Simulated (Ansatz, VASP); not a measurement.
**Two plane-wave programs on BiAsS**

```
Bi As S
1.0
     5.47855    0.00000    0.00000
     0.00000    5.47855    0.00000
     0.00000    0.00000    5.23320
Bi As S
2 2 2
Direct
  0.50000 0.00000 0.24049
  0.00000 0.50000 0.75951
  0.50000 0.50000 0.00000
  0.00000 0.00000 0.00000
  0.50000 0.50000 0.50000
  0.00000 0.00000 0.50000
```

Alike in both runs: functional PBE; k mesh 8 × 8 × 8; occupations gaussian, width 0.1 eV; no spin polarisation.

Ansatz relaxed the structure, and its values are those at the end. VASP's run is a single point on that final structure, the one shown.

```csv
,VASP,Ansatz
version,VASP 6.6.1,Ansatz 0.2.0
potentials or method,"VASP PAW PBE potentials, release 64 (Bi_d, As, S), cutoff 520 eV","scalar-relativistic, plane waves, PAW"
valence electrons in the cell,52,72
```

|  | VASP | Ansatz | Ansatz less VASP |
| --- | --- | --- | --- |
| gap on the k mesh at the Fermi level (eV) | none | none | - |
| pressure (GPa) | 0.0 | 0.0 | +0.01 |

A gap of «none» marks a metal or a gap that the smearing closes. With one functional, cell and mesh, what is left measures potentials, basis and numerics. VASP's potentials hold 52 valence electrons a cell and Ansatz's 72, so a difference there can come from the potentials and not from the codes.

Spin-orbit coupling is off throughout.
